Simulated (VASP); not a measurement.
Here is a VASP 6.6.1 calculation.

Contents of INCAR:

```
PREC = Accurate
ENCUT = 520
EDIFF = 1E-6
ISMEAR = -1
SIGMA = 0.05
LREAL = False
LASPH = True
NELM = 100
ALGO = Normal
ISIF = 2
LWAVE = False
LCHARG = True
GGA = RP
IVDW = 12
LELF = True
LVHAR = True
NBANDS = 55
```

File KPOINTS:

```
regular mesh
0
Gamma
  6 6 6
```

POSCAR

```
In2O3
1.0
    2.7375546752      1.5805279286      4.6992583356
   -2.7375546752      1.5805279286      4.6992583356
    0.0000000000     -3.1610558573      4.6992583356
In O
4 6
Direct
    0.8598714002      0.8598714002      0.8598714002
    0.6401285998      0.6401285998      0.6401285998
    0.1401285998      0.1401285998      0.1401285998
    0.3598714002      0.3598714002      0.3598714002
    0.0444217907      0.7500000000      0.4555782093
    0.7500000000      0.4555782093      0.0444217907
    0.4555782093      0.0444217907      0.7500000000
    0.9555782093      0.2500000000      0.5444217907
    0.2500000000      0.5444217907      0.9555782093
    0.5444217907      0.9555782093      0.2500000000
```

Potentials or basis: VASP PAW PBE potentials, release 64 (In_d, O).

Launch:

```bash
$ cat potpaw_PBE.64/In_d/POTCAR potpaw_PBE.64/O/POTCAR > POTCAR
$ mpirun -np 1 vasp_std > vasp.out
```

Task: Estimate the largest force.

Result: 0.015 eV/Å.

Task: Predict the band gap on the k mesh.

Result: 1.52 eV (least direct gap 1.57 eV).

Task: What does it give for the dispersion energy per atom?

Result: -1.128 eV.

Stress tensor (GPa, compression positive):
```
0.73 0.00 0.00
0.00 0.73 0.00
0.00 0.00 0.47
```

Caveat: the dispersion term is far too large for a dense solid, which distorts pressure and volume; the PAW data sets were made with another functional, which shifts forces and pressure a little; spin-orbit coupling is left out, which moves the levels of the heavy elements. A k mesh can miss the band edges.
